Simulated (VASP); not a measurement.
# LiW (P6_3mc) in VASP: further runs

LiW is run at these levels: PBE; tasks: single point, relaxation of cell and atoms.

Program: VASP 6.6.1. These are calculated values, not measurements. Logs are shortened: lines on timing, memory, paths and dates and some standing lists are left out, and cuts for length are marked.

### 1 The cell of the first run

The structure is hexagonal, space group P6_3mc (No. 186). The conventional cell has a = 4.498 Å, b = 4.498 Å, c = 2.915 Å, α = 90.00°, β = 90.00°, γ = 120.00°. Li (site symmetry 3m) has 2 Li at 1.46 Å within 1.9 Å. Within 3.5 Å of W (site symmetry 3m) lie 12 Li at 2.68 to 3.45 Å and 8 W at 2.92 to 2.98 Å.

### 2 Single point, PBE

File INCAR:

```
  PREC = Accurate
  ENCUT = 520
  EDIFF = 1E-6
  ISMEAR = 0
  SIGMA = 0.1
  LREAL = False
  LASPH = True
  NELM = 100
  ALGO = Normal
  ISIF = 2
  LWAVE = False
  LCHARG = False
  GGA = PE
  NBANDS = 25
```

File KPOINTS:

```
Automatic mesh
0
Gamma
  12 12 16
```

File POSCAR:

```
LiW
1.0
    4.4979388331      0.0000000000      0.0000000000
   -2.2489694166      3.8953292942      0.0000000000
    0.0000000000      0.0000000000      2.9154918066
Li W
2 2
Direct
    0.0000000000      0.0000000000      0.9866500137
    0.0000000000      0.0000000000      0.4866500137
    0.3333333333      0.6666666667      0.2633499863
    0.6666666667      0.3333333333      0.7633499863
```

Potentials or basis: VASP PAW PBE potentials, release 64 (Li_sv, W_sv).

Launch:

```
cat potpaw_PBE.64/Li_sv/POTCAR potpaw_PBE.64/W_sv/POTCAR > POTCAR
mpirun -np 1 vasp_std > vasp.out
```

OUTCAR:

```text
PREC = Accurate
   ENCUT = 520
   EDIFF = 1E-6
   ISMEAR = 0
   LREAL = False
   LASPH = True
   NELM = 100
   ISIF = 2
   GGA = PE

 ion  position               nearest neighbor table
   1  0.000  0.000  0.987-   2 1.46   2 1.46   4 2.68   4 2.68   4 2.68   3 2.72   3 2.72   3 2.72

   2  0.000  0.000  0.487-   1 1.46   1 1.46   3 2.68   3 2.68   3 2.68   4 2.72   4 2.72   4 2.72

   3  0.333  0.667  0.263-   2 2.68   2 2.68   2 2.68   1 2.72   1 2.72   1 2.72   4 2.98   4 2.98
                             4 2.98   4 2.98   4 2.98   4 2.98
   4  0.667  0.333  0.763-   1 2.68   1 2.68   1 2.68   2 2.72   2 2.72   2 2.72   3 2.98   3 2.98
                             3 2.98   3 2.98   3 2.98   3 2.98

  LATTYP: Found a hexagonal cell.
 ALAT       =     4.4979388331
 C/A-ratio  =     0.6481839604

  Lattice vectors:

 A1 = (   4.4979388331,   0.0000000000,   0.0000000000)
 A2 = (  -2.2489694166,   3.8953292942,   0.0000000000)
 A3 = (   0.0000000000,   0.0000000000,   2.9154918066)

Analysis of symmetry for initial positions (statically):
=====================================================================
 Subroutine PRICEL returns:
 Original cell was already a primitive cell.

 Routine SETGRP: Setting up the symmetry group for a
 hexagonal supercell.

 Subroutine GETGRP returns: Found 12 space group operations
 (whereof  6 operations were pure point group operations)
 out of a pool of 24 trial point group operations.

The static configuration has the point symmetry C_3v.
 The point group associated with its full space group is C_6v.

Analysis of symmetry for dynamics (positions and initial velocities):
=====================================================================
 Subroutine PRICEL returns:
 Original cell was already a primitive cell.

 Routine SETGRP: Setting up the symmetry group for a
 hexagonal supercell.

 Subroutine GETGRP returns: Found 12 space group operations
 (whereof  6 operations were pure point group operations)
 out of a pool of 24 trial point group operations.

The dynamic configuration has the point symmetry C_3v.
 The point group associated with its full space group is C_6v.

 Subroutine INISYM returns: Found 12 space group operations
 (whereof  6 operations are pure point group operations),
 and found     1 'primitive' translations

----------------------------------------------------------------------------------------

                                     Primitive cell

  volume of cell :      51.0822

  direct lattice vectors                    reciprocal lattice vectors
     4.497938833  0.000000000  0.000000000     0.222324055  0.128358853  0.000000000
    -2.248969417  3.895329294  0.000000000     0.000000000  0.256717706  0.000000000
     0.000000000  0.000000000  2.915491807     0.000000000  0.000000000  0.342995305

  length of vectors
     4.497938833  4.497938833  2.915491807     0.256717706  0.256717706  0.342995305

  position of ions in fractional coordinates (direct lattice)
     0.000000000  0.000000000  0.986650014
     0.000000000  0.000000000  0.486650014
     0.333333333  0.666666667  0.263349986
     0.666666667  0.333333333  0.763349986

  ion indices of the primitive-cell ions
   primitive index   ion index
                 1           1
                 2           2
                 3           3
                 4           4

----------------------------------------------------------------------------------------

 KPOINTS: Automatic mesh

Automatic generation of k-mesh.
 Grid dimensions read from file:
 generate k-points for:   12   12   16

 Generating k-lattice:

  Cartesian coordinates                     Fractional coordinates (reciprocal lattice)
     0.018527005  0.010696571  0.000000000     0.083333333  0.000000000  0.000000000
     0.000000000  0.021393142  0.000000000     0.000000000  0.083333333  0.000000000
     0.000000000  0.000000000  0.021437207     0.000000000  0.000000000  0.062500000

  Length of vectors
     0.021393142  0.021393142  0.021437207

  Shift w.r.t. Gamma in fractional coordinates (k-lattice)
     0.000000000  0.000000000  0.000000000

 Subroutine IBZKPT returns following result:
 ===========================================

 Found    171 irreducible k-points:

 Following reciprocal coordinates:
            Coordinates               Weight
  0.000000  0.000000  0.000000      1.000000
  0.083333 -0.000000  0.000000      6.000000
  0.166667  0.000000  0.000000      6.000000
  0.250000  0.000000  0.000000      6.000000
  0.333333  0.000000  0.000000      6.000000
  0.416667  0.000000  0.000000      6.000000
[... 16 lines left out ...]
  0.250000  0.000000  0.062500     12.000000
  0.333333  0.000000  0.062500     12.000000
 [... further k-points ...]
   k-points           NKPTS =    171   k-points in BZ     NKDIM =    171   number of bands    NBANDS=     25
   number of dos      NEDOS =    301   number of ions     NIONS =      4
   total plane-waves  NPLWV =  31104
   dimension x,y,z NGX =    36 NGY =   36 NGZ =   24
   dimension x,y,z NGXF=    72 NGYF=   72 NGZF=   48
   ions per type =               2   2
   NGX,Y,Z   is equivalent  to a cutoff of  13.31, 13.31, 13.69 a.u.
   NGXF,Y,Z  is equivalent  to a cutoff of  26.61, 26.61, 27.37 a.u.
 SYSTEM =  unknown system
   PREC   = accura    normal or accurate (medium, high low for compatibility)
   ISTART =      0    job   : 0-new  1-cont  2-samecut
   ICHARG =      2    charge: 1-file 2-atom 10-const
   ISPIN  =      1    spin polarized calculation?
   LNONCOLLINEAR =      F non collinear calculations
   LSORBIT =      F    spin-orbit coupling
   LASPH  =      T    aspherical Exc in radial PAW
   ENCUT  =  520.0 eV  38.22 Ry    6.18 a.u.   8.36  8.36  5.42*2*pi/ulx,y,z
   NELM   =    100;   NELMIN=  2; NELMDL= -5     # of ELM steps
   EDIFF  = 0.1E-05   stopping-criterion for ELM
   LREAL  =      F    real-space projection
   EDIFFG = 0.1E-04   stopping-criterion for IOM
   NSW    =      0    number of steps for IOM
   IBRION =     -1    ionic relax: 0-MD 1-quasi-New 2-CG
   NFREE  =      0    steps in history (QN), initial steepest desc. (CG)
   ISIF   =      2    stress and relaxation
   ISYM   =      2    0-nonsym 1-usesym 2-fastsym
   POTIM  = 0.5000    time-step for ionic-motion
   TEBEG  =    0.0;   TEEND  =   0.0 temperature during run
   PSTRESS=    0.0 pullay stress
   NELECT =      34.0000    total number of electrons
   NUPDOWN=      -1.0000    fix difference up-down
   EMIN   =  10.00;   EMAX   =-10.00  energy-range for DOS
   EFERMI =   0.00;   METHOD = LEGACY
   ISMEAR =     0;   SIGMA  =   0.10  broadening in eV -4-tet -1-fermi 0-gaus
   EFERMI_NEDOS =   21; number of points for ismear=-14 and -15
   IALGO  =     38    algorithm
   IMIX   =      4    mixing-type and parameters
     AMIX     =   0.40;   BMIX     =  1.00
     AMIX_MAG =   1.60;   BMIX_MAG =  1.00
  volume/ion in A,a.u.               =      12.77        86.18
  Fermi-wavevector in a.u.,A,eV,Ry     =   1.429370  2.701117 27.798039  2.043098
  Thomas-Fermi vector in A             =   2.549331
   LORBIT       =      0    0 simple, 1 ext, 2 COOP (PROOUT), +10 PAW based schemes
   GGA     = PE    functional components
   LHFCALC =     F    Hartree Fock is set to
   AEXX    =    0.0000 exact exchange contribution
   IVDW    =     0    specifies the selected vdW correction
   LEPSILON=     F    determine dielectric tensor
   LRPA    =     F    only Hartree local field effects (RPA)
 non-spin polarized calculation
 Gauss-broadening in eV      SIGMA  =   0.10
  energy-cutoff  :      520.00
  volume of cell :       51.08
 maximum number of plane-waves:      1403
 NGX is ok and might be reduce to    36
   NGX = 17   NGY = 17   NGZ = 11

 number of electron      34.0000004 magnetization

 Free energy of the ion-electron system (eV)
  ---------------------------------------------------
  ext. energy  EPLUGINS =         0.00000000
  ---------------------------------------------------
  free energy    TOTEN  =       -24.98756862 eV

  energy without entropy =      -24.97674306  energy(sigma->0) =      -24.98215584

 E-fermi :   8.1713     XC(G=0): -12.0643

 val. band max:        8.1677121083   @ k =   0.3333   0.2500   0.2500
 cond. band min:       8.1721197869   @ k =   0.2500   0.2500   0.1250
 fundamental gap:      0.0044076786
 Fermi energy:         8.1712791752

 k-point     1 :       0.0000    0.0000    0.0000
  band No.  band energies     occupation
      1     -65.7634      2.00000
      2     -65.7050      2.00000
      3     -41.0538      2.00000
      4     -38.5567      2.00000
      5     -30.1008      2.00000
      6     -30.1008      2.00000
[... 17 lines left out ...]
     24      14.1448      0.00000
     25      15.9214      0.00000

 k-point     2 :       0.0833   -0.0000    0.0000
  band No.  band energies     occupation
      1     -65.7625      2.00000
      2     -65.7059      2.00000
      3     -41.0539      2.00000
      4     -38.5567      2.00000
      5     -30.1039      2.00000
      6     -30.0970      2.00000
[... 17 lines left out ...]
     24      14.0958      0.00000
     25      16.3428      0.00000

 k-point     3 :       0.1667    0.0000    0.0000
  band No.  band energies     occupation
      1     -65.7599      2.00000
      2     -65.7084      2.00000
      3     -41.0541      2.00000
      4     -38.5566      2.00000
      5     -30.1121      2.00000
      6     -30.0857      2.00000
[... 552 lines left out ...]
 k-point    23 :       0.2500    0.0000    0.0625
  band No.  band energies     occupation
      1     -65.7546      2.00000
      2     -65.7119      2.00000
      3     -41.0325      2.00000
      4     -38.5829      2.00000
      5     -30.1171      2.00000
      6     -30.0652      2.00000
[... 17 lines left out ...]
     24      14.3034      0.00000
     25      16.7290      0.00000

 k-point    24 :       0.3333    0.0000    0.0625
  band No.  band energies     occupation
      1     -65.7498      2.00000
      2     -65.7167      2.00000
      3     -41.0329      2.00000
      4     -38.5828      2.00000
      5     -30.1271      2.00000
      6     -30.0457      2.00000
[... 17 lines left out ...]
     24      14.4393      0.00000
     25      16.8844      0.00000

 [... further k-points ...]

------------------------ aborting loop because EDIFF is reached ----------------------------------------

  FORCE on cell =-STRESS in cart. coord.  units (eV):
  Direction    XX          YY          ZZ          XY          YZ          ZX
  --------------------------------------------------------------------------------------
  -------------------------------------------------------------------------------------
  Total        0.0092938      0.0092938     -0.2051962     -0.0000000     -0.0000000      0.0000000
  in kB        0.2914965      0.2914965     -6.4359152     -0.0000000     -0.0000000      0.0000000
  external PRESSURE =      -1.9509741 kB  Pullay stress =       0.0000000 kB

 VOLUME and BASIS-vectors are now :
 -----------------------------------------------------------------------------
  energy-cutoff  :      520.00
  volume of cell :       51.08
      direct lattice vectors                 reciprocal lattice vectors
     4.497938833  0.000000000  0.000000000     0.222324055  0.128358853  0.000000000
    -2.248969417  3.895329294  0.000000000     0.000000000  0.256717706  0.000000000
     0.000000000  0.000000000  2.915491807     0.000000000  0.000000000  0.342995305

 POSITION                                       TOTAL-FORCE (eV/Angst)
 -----------------------------------------------------------------------------------
      0.00000      0.00000      2.87657        -0.000000      0.000000      0.001473
      0.00000      0.00000      1.41882         0.000000     -0.000000      0.001473
     -0.00000      2.59689      0.76779        -0.000000      0.000000     -0.001473
      2.24897      1.29844      2.22554         0.000000     -0.000000     -0.001473
 -----------------------------------------------------------------------------------
    total drift:                                0.000000      0.000000      0.004580

  FREE ENERGIE OF THE ION-ELECTRON SYSTEM (eV)
  ---------------------------------------------------
  free  energy   TOTEN  =       -24.9875686173 eV

  energy  without entropy=      -24.9767430553  energy(sigma->0) =      -24.98215584
```

It took 2.1 min on 1 thread of AMD EPYC 9R45 (Zen 5), shared host; peak memory 0.28 GiB.

What came out:

* Free energy: -24.9876 eV
* Band gap on the k mesh: zero (bands 17 and 18 overlap by 3.11 eV)

Caveat: the cutoff is under 1.25 times the usual one of these potentials, so pressure, stress and relaxed cells hold a basis-set (Pulay) error; atoms lie so close that the PAW spheres overlap strongly, which falsifies energies and pressures; spin-orbit coupling is left out, which moves the levels of the heavy elements.

[end of part 1 of 2]

The gap in the log of VASP goes by the Fermi energy; the results here count the filled bands.